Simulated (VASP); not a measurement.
# ZnCu (P4/mmm) in VASP: single point with PBE

Aim: the single point of ZnCu with PBE.

Program: VASP 6.6.1. These are calculated values, not measurements. Logs are shortened: lines on timing, memory, paths and dates and some standing lists are left out, and cuts for length are marked.

**1. The cell of the first run**

Symmetry: P4/mmm, No. 123, tetragonal system. The conventional cell has a = 2.945 Å, b = 2.945 Å, c = 2.945 Å, α = 90.00°, β = 90.00°, γ = 90.00°. Within 2.8 Å of Zn (site symmetry 4/mmm) lie 4 Cu at 2.08 Å. Within 2.8 Å of Cu (site symmetry 4/mmm) lie 4 Zn at 2.08 Å.

**2. Single point, PBE**

INCAR

```
ALGO = Normal
EDIFF = 1E-6
ENCUT = 520
GGA = PE
ISIF = 2
ISMEAR = -1
LASPH = True
LCHARG = False
LREAL = False
LWAVE = False
NBANDS = 18
NELM = 100
PREC = Accurate
SIGMA = 0.05
```

KPOINTS

```
k-points
0
Gamma
  8 8 8
```

POSCAR

```
ZnCu
1.0
    2.9450000000      0.0000000000      0.0000000000
    0.0000000000      2.9450000000      0.0000000000
    0.0000000000      0.0000000000      2.9450000000
Zn Cu
1 1
Direct
    0.5000000000      0.5000000000      0.5000000000
    0.5000000000      0.0000000000      0.0000000000
```

Potentials or basis: VASP PAW PBE potentials, release 64 (Zn, Cu).

Started as:

```
> cat potpaw_PBE.64/Zn/POTCAR potpaw_PBE.64/Cu/POTCAR > POTCAR
> mpirun -np 1 vasp_std > vasp.out
```

OUTCAR:

```text
EDIFF = 1E-6
   ENCUT = 520
   GGA = PE
   ISIF = 2
   ISMEAR = -1
   LASPH = True
   LREAL = False
   NELM = 100
   PREC = Accurate

 ion  position               nearest neighbor table
   1  0.500  0.500  0.500-   2 2.08   2 2.08   2 2.08   2 2.08
   2  0.500  0.000  0.000-   1 2.08   1 2.08   1 2.08   1 2.08

  LATTYP: Found a simple cubic cell.
 ALAT       =     2.9450000000

  Lattice vectors:

 A1 = (   2.9450000000,   0.0000000000,   0.0000000000)
 A2 = (   0.0000000000,   2.9450000000,   0.0000000000)
 A3 = (   0.0000000000,   0.0000000000,   2.9450000000)

Analysis of symmetry for initial positions (statically):
=====================================================================
 Subroutine PRICEL returns:
 Original cell was already a primitive cell.

 Routine SETGRP: Setting up the symmetry group for a
 simple cubic supercell.

 Subroutine GETGRP returns: Found 16 space group operations
 (whereof 16 operations were pure point group operations)
 out of a pool of 48 trial point group operations.

The static configuration has the point symmetry D_4h.

Analysis of symmetry for dynamics (positions and initial velocities):
=====================================================================
 Subroutine PRICEL returns:
 Original cell was already a primitive cell.

 Routine SETGRP: Setting up the symmetry group for a
 simple cubic supercell.

 Subroutine GETGRP returns: Found 16 space group operations
 (whereof 16 operations were pure point group operations)
 out of a pool of 48 trial point group operations.

The dynamic configuration has the point symmetry D_4h.

 Subroutine INISYM returns: Found 16 space group operations
 (whereof 16 operations are pure point group operations),
 and found     1 'primitive' translations

----------------------------------------------------------------------------------------

                                     Primitive cell

  volume of cell :      25.5421

  direct lattice vectors                    reciprocal lattice vectors
     2.945000000  0.000000000  0.000000000     0.339558574  0.000000000  0.000000000
     0.000000000  2.945000000  0.000000000     0.000000000  0.339558574  0.000000000
     0.000000000  0.000000000  2.945000000     0.000000000  0.000000000  0.339558574

  length of vectors
     2.945000000  2.945000000  2.945000000     0.339558574  0.339558574  0.339558574

  position of ions in fractional coordinates (direct lattice)
     0.500000000  0.500000000  0.500000000
     0.500000000  0.000000000  0.000000000

  ion indices of the primitive-cell ions
   primitive index   ion index
                 1           1
                 2           2

----------------------------------------------------------------------------------------

 KPOINTS: k-points

Automatic generation of k-mesh.
 Grid dimensions read from file:
 generate k-points for:    8    8    8

 Generating k-lattice:

  Cartesian coordinates                     Fractional coordinates (reciprocal lattice)
     0.042444822  0.000000000  0.000000000     0.125000000  0.000000000  0.000000000
     0.000000000  0.042444822  0.000000000     0.000000000  0.125000000  0.000000000
     0.000000000  0.000000000  0.042444822     0.000000000  0.000000000  0.125000000

  Length of vectors
     0.042444822  0.042444822  0.042444822

  Shift w.r.t. Gamma in fractional coordinates (k-lattice)
     0.000000000  0.000000000  0.000000000

 Subroutine IBZKPT returns following result:
 ===========================================

 Found     75 irreducible k-points:

 Following reciprocal coordinates:
            Coordinates               Weight
  0.000000  0.000000  0.000000      1.000000
  0.125000  0.000000  0.000000      2.000000
  0.000000  0.125000  0.000000      4.000000
  0.250000  0.000000  0.000000      2.000000
  0.000000  0.250000  0.000000      4.000000
  0.375000  0.000000  0.000000      2.000000
[... 16 lines left out ...]
  0.375000  0.250000  0.000000      8.000000
  0.000000  0.375000  0.250000      8.000000
 [... further k-points ...]
   k-points           NKPTS =     75   k-points in BZ     NKDIM =     75   number of bands    NBANDS=     18
   number of dos      NEDOS =    301   number of ions     NIONS =      2
   total plane-waves  NPLWV =  13824
   dimension x,y,z NGX =    24 NGY =   24 NGZ =   24
   dimension x,y,z NGXF=    48 NGYF=   48 NGZF=   48
   ions per type =               1   1
   NGX,Y,Z   is equivalent  to a cutoff of  13.55, 13.55, 13.55 a.u.
   NGXF,Y,Z  is equivalent  to a cutoff of  27.10, 27.10, 27.10 a.u.
 SYSTEM =  unknown system
   PREC   = accura    normal or accurate (medium, high low for compatibility)
   ISTART =      0    job   : 0-new  1-cont  2-samecut
   ICHARG =      2    charge: 1-file 2-atom 10-const
   ISPIN  =      1    spin polarized calculation?
   LNONCOLLINEAR =      F non collinear calculations
   LSORBIT =      F    spin-orbit coupling
   LASPH  =      T    aspherical Exc in radial PAW
   ENCUT  =  520.0 eV  38.22 Ry    6.18 a.u.   5.48  5.48  5.48*2*pi/ulx,y,z
   NELM   =    100;   NELMIN=  2; NELMDL= -5     # of ELM steps
   EDIFF  = 0.1E-05   stopping-criterion for ELM
   LREAL  =      F    real-space projection
   EDIFFG = 0.1E-04   stopping-criterion for IOM
   NSW    =      0    number of steps for IOM
   IBRION =     -1    ionic relax: 0-MD 1-quasi-New 2-CG
   NFREE  =      0    steps in history (QN), initial steepest desc. (CG)
   ISIF   =      2    stress and relaxation
   ISYM   =      2    0-nonsym 1-usesym 2-fastsym
   POTIM  = 0.5000    time-step for ionic-motion
   TEBEG  =    0.0;   TEEND  =   0.0 temperature during run
   PSTRESS=    0.0 pullay stress
   NELECT =      23.0000    total number of electrons
   NUPDOWN=      -1.0000    fix difference up-down
   EMIN   =  10.00;   EMAX   =-10.00  energy-range for DOS
   EFERMI =   0.00;   METHOD = LEGACY
   ISMEAR =    -1;   SIGMA  =   0.05  broadening in eV -4-tet -1-fermi 0-gaus
   EFERMI_NEDOS =   21; number of points for ismear=-14 and -15
   IALGO  =     38    algorithm
   IMIX   =      4    mixing-type and parameters
     AMIX     =   0.40;   BMIX     =  1.00
     AMIX_MAG =   1.60;   BMIX_MAG =  1.00
  volume/ion in A,a.u.               =      12.77        86.18
  Fermi-wavevector in a.u.,A,eV,Ry     =   1.580880  2.987429 34.003415  2.499180
  Thomas-Fermi vector in A             =   2.681040
   LORBIT       =      0    0 simple, 1 ext, 2 COOP (PROOUT), +10 PAW based schemes
   GGA     = PE    functional components
   LHFCALC =     F    Hartree Fock is set to
   AEXX    =    0.0000 exact exchange contribution
   IVDW    =     0    specifies the selected vdW correction
   LEPSILON=     F    determine dielectric tensor
   LRPA    =     F    only Hartree local field effects (RPA)
 non-spin polarized calculation
  energy-cutoff  :      520.00
  volume of cell :       25.54
 maximum number of plane-waves:       703
 NGX is ok and might be reduce to    24
   NGX = 11   NGY = 11   NGZ = 11

 number of electron      23.0000000 magnetization

 Free energy of the ion-electron system (eV)
  ---------------------------------------------------
  ext. energy  EPLUGINS =         0.00000000
  ---------------------------------------------------
  free energy    TOTEN  =        -2.34419720 eV

  energy without entropy =       -2.33984680  energy(sigma->0) =       -2.34202200

 E-fermi :   5.4157     XC(G=0): -12.1372

 val. band max:        5.3843101161   @ k =   0.5000   0.5000   0.3750
 cond. band min:       5.4522536501   @ k =   0.3750   0.5000   0.5000
 fundamental gap:      0.0679435340
 Fermi energy:         5.4156700223

 k-point     1 :       0.0000    0.0000    0.0000
  band No.  band energies     occupation
      1      -5.0842      2.00000
      2      -3.6036      2.00000
      3      -3.2739      2.00000
      4      -2.6685      2.00000
      5      -2.0857      2.00000
      6      -2.0857      2.00000
[... 10 lines left out ...]
     17      17.7834      0.00000
     18      29.1864      0.00000

 k-point     2 :       0.1250    0.0000    0.0000
  band No.  band energies     occupation
      1      -4.8970      2.00000
      2      -3.5882      2.00000
      3      -3.2699      2.00000
      4      -2.5536      2.00000
      5      -2.1190      2.00000
      6      -2.1190      2.00000
[... 10 lines left out ...]
     17      19.9986      0.00000
     18      26.7631      0.00000

 k-point     3 :       0.0000    0.1250    0.0000
  band No.  band energies     occupation
      1      -4.7892      2.00000
      2      -3.4858      2.00000
      3      -3.1921      2.00000
      4      -2.6259      2.00000
      5      -2.1037      2.00000
      6      -2.0683      2.00000
[... 10 lines left out ...]
     17      19.8717      0.00000
     18      26.9943      0.00000

 k-point     4 :       0.2500    0.0000    0.0000
  band No.  band energies     occupation
      1      -4.4466      2.00000
      2      -3.5507      2.00000
      3      -3.2603      2.00000
      4      -2.1981      2.00000
      5      -2.1981      2.00000
      6      -2.1303      2.00000
[... 10 lines left out ...]
     17      23.9553      0.00000
     18      24.4209      0.00000

 k-point     5 :       0.0000    0.2500    0.0000
  band No.  band energies     occupation
      1      -3.9639      2.00000
      2      -3.1426      2.00000
      3      -2.9716      2.00000
      4      -2.5138      2.00000
      5      -2.1468      2.00000
      6      -2.0256      2.00000
[... 10 lines left out ...]
     17      23.4394      0.00000
     18      23.5692      0.00000

 k-point     6 :       0.3750    0.0000    0.0000
  band No.  band energies     occupation
      1      -4.0409      2.00000
      2      -3.5130      2.00000
      3      -3.2506      2.00000
      4      -2.2758      2.00000
      5      -2.2758      2.00000
      6      -1.2121      2.00000
[... 10 lines left out ...]
     17      21.6721      0.00000
     18      22.1252      0.00000

 k-point     7 :       0.0000    0.3750    0.0000
  band No.  band energies     occupation
      1      -3.1639      2.00000
      2      -2.7049      2.00000
      3      -2.4781      2.00000
      4      -2.1897      2.00000
      5      -2.1402      2.00000
      6      -1.9819      2.00000
[... 10 lines left out ...]
     17      20.4528      0.00000
     18      20.6649      0.00000

 k-point     8 :       0.5000    0.0000    0.0000
  band No.  band energies     occupation
      1      -3.8988      2.00000
      2      -3.4973      2.00000
      3      -3.2466      2.00000
      4      -2.3076      2.00000
      5      -2.3076      2.00000
      6      -0.2580      2.00000
[... 10 lines left out ...]
     17      20.3177      0.00000
     18      21.1724      0.00000
[... 229 lines left out ...]
     17      20.1220      0.00000
     18      20.8621      0.00000

 k-point    20 :       0.1250    0.0000    0.5000
  band No.  band energies     occupation
      1      -2.9390      2.00000
      2      -2.5682      2.00000
      3      -2.3186      2.00000
      4      -2.2954      2.00000
      5      -1.9888      2.00000
      6      -0.6423      2.00000
[... 10 lines left out ...]
     17      19.9964      0.00000
     18      21.0960      0.00000

 k-point    21 :       0.2500    0.2500    0.0000
  band No.  band energies     occupation
      1      -3.5065      2.00000
      2      -3.0592      2.00000
      3      -2.9554      2.00000
      4      -2.3605      2.00000
      5      -2.1249      2.00000
      6      -1.8022      2.00000
[... 10 lines left out ...]
     17      24.4925      0.00000
     18      24.7753      0.00000

 k-point    22 :       0.0000    0.2500    0.2500
  band No.  band energies     occupation
      1      -3.4456      2.00000
      2      -2.7763      2.00000
      3      -2.5031      2.00000
      4      -2.2270      2.00000
      5      -2.1716      2.00000
      6      -2.0963      2.00000
[... 10 lines left out ...]
     17      23.5768      0.00000
     18      24.0982      0.00000

 k-point    23 :       0.3750    0.2500    0.0000
  band No.  band energies     occupation
      1      -3.3008      2.00000
      2      -2.9710      2.00000
      3      -2.9438      2.00000
      4      -2.4573      2.00000
      5      -2.1933      2.00000
      6      -0.8558      2.00000
[... 10 lines left out ...]
     17      23.0059      0.00000
     18      23.3746      0.00000

 k-point    24 :       0.0000    0.3750    0.2500
  band No.  band energies     occupation
      1      -3.1720      2.00000
      2      -2.5563      2.00000
      3      -2.4011      2.00000
      4      -2.2750      2.00000
      5      -2.1554      2.00000
      6      -1.1552      2.00000
[... 10 lines left out ...]
     17      21.2385      0.00000
     18      22.5830      0.00000

 [... further k-points ...]

------------------------ aborting loop because EDIFF is reached ----------------------------------------

  FORCE on cell =-STRESS in cart. coord.  units (eV):
  Direction    XX          YY          ZZ          XY          YZ          ZX
  --------------------------------------------------------------------------------------
  -------------------------------------------------------------------------------------
  Total       -0.1833901     14.2341779     14.2341779      0.0000000      0.0000000      0.0000000
  in kB      -11.5035176    892.8676203    892.8676203      0.0000000      0.0000000      0.0000000
  external PRESSURE =     591.4105744 kB  Pullay stress =       0.0000000 kB

 VOLUME and BASIS-vectors are now :
 -----------------------------------------------------------------------------
  energy-cutoff  :      520.00
  volume of cell :       25.54
      direct lattice vectors                 reciprocal lattice vectors
     2.945000000  0.000000000  0.000000000     0.339558574  0.000000000  0.000000000
     0.000000000  2.945000000  0.000000000     0.000000000  0.339558574  0.000000000
     0.000000000  0.000000000  2.945000000     0.000000000  0.000000000  0.339558574

 POSITION                                       TOTAL-FORCE (eV/Angst)
 -----------------------------------------------------------------------------------
      1.47250      1.47250      1.47250         0.000000      0.000000      0.000000
      1.47250      0.00000      0.00000         0.000000      0.000000      0.000000
 -----------------------------------------------------------------------------------
    total drift:                                0.000000      0.000000     -0.000000

  FREE ENERGIE OF THE ION-ELECTRON SYSTEM (eV)
  ---------------------------------------------------
  free  energy   TOTEN  =        -2.3441971950 eV

  energy  without entropy=       -2.3398468010  energy(sigma->0) =       -2.34202200
```

Run time: 40 s. Hardware: 1 thread of Intel Xeon 8259CL, shared host; peak memory 0.16 GiB.

What came out:

```yaml
Free_energy: -2.3442 eV
Pressure: 59.1 GPa
Band_gap_on_the_k_mesh: zero (an odd number of electrons rules out a gap without spin polarisation)
```

Stress tensor (GPa, compression positive):
```
-1.15  0.00  0.00
 0.00 89.29  0.00
 0.00  0.00 89.29
```

Caveat: the stress differs along the axes, from -1 to 89 GPa.

The gap in the log of VASP goes by the Fermi energy; the results here count the filled bands.